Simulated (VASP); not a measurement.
Here is a VASP 6.6.1 calculation.

POSCAR

```
MoS2
1.0
    3.1730199293      0.0000000000      0.0000000000
   -1.5865099647      2.7479158655      0.0000000000
    0.0000000000      0.0000000000     12.9333317976
Mo S
2 4
Direct
    0.3333333333      0.6666666667      0.2500000000
    0.6666666667      0.3333333333      0.7500000000
    0.6666666667      0.3333333333      0.3705115720
    0.6666666667      0.3333333333      0.1294884280
    0.3333333333      0.6666666667      0.8705115720
    0.3333333333      0.6666666667      0.6294884280
```

INCAR.step1

```
SYSTEM = MoS2
PREC = Accurate ; ENCUT = 520
ISMEAR = 0 ; SIGMA = 0.01
LREAL = .False. ; LASPH = .True.
NELM = 60 ; NBANDS = 35
GGA = PE ; ALGO = Normal
EDIFF = 1E-4 ; LWAVE = .True.
LCHARG = .False.
```

Contents of INCAR.step2:

```
SYSTEM = MoS2
PREC = Accurate ; ENCUT = 520
EDIFF = 1E-6 ; ISMEAR = 0
SIGMA = 0.01 ; LREAL = .False.
LASPH = .True. ; NELM = 60
ALGO = Normal ; ISIF = 2
LWAVE = .False. ; LCHARG = .False.
METAGGA = R2SCAN ; LMIXTAU = .True.
NBANDS = 35 ; ISTART = 1
```

Contents of KPOINTS:

```
regular mesh
0
Gamma
  12 12 2
  0 0 0
```

Potentials or basis: VASP PAW PBE potentials, release 64 (Mo_sv, S).

Command:

```sh
$ cat potpaw_PBE.64/Mo_sv/POTCAR potpaw_PBE.64/S/POTCAR > POTCAR
$ cp INCAR.step1 INCAR
$ mpirun -np 1 vasp_std > vasp.out
$ cp INCAR.step2 INCAR
$ mpirun -np 1 vasp_std > vasp.out
```

(1) What does it give for the band gap on the k mesh?

(2) Predict the pressure.

(3) What does it give for the largest force?

## Answers

(1) 1.25 eV (least direct gap 1.77 eV).

(2) 0.5 GPa.

(3) 0.047 eV/Å.

Caveat: the cell differs from its parent crystal (uniaxial z strain +4.0%); the PAW data sets were made with another functional, which shifts forces and pressure a little.
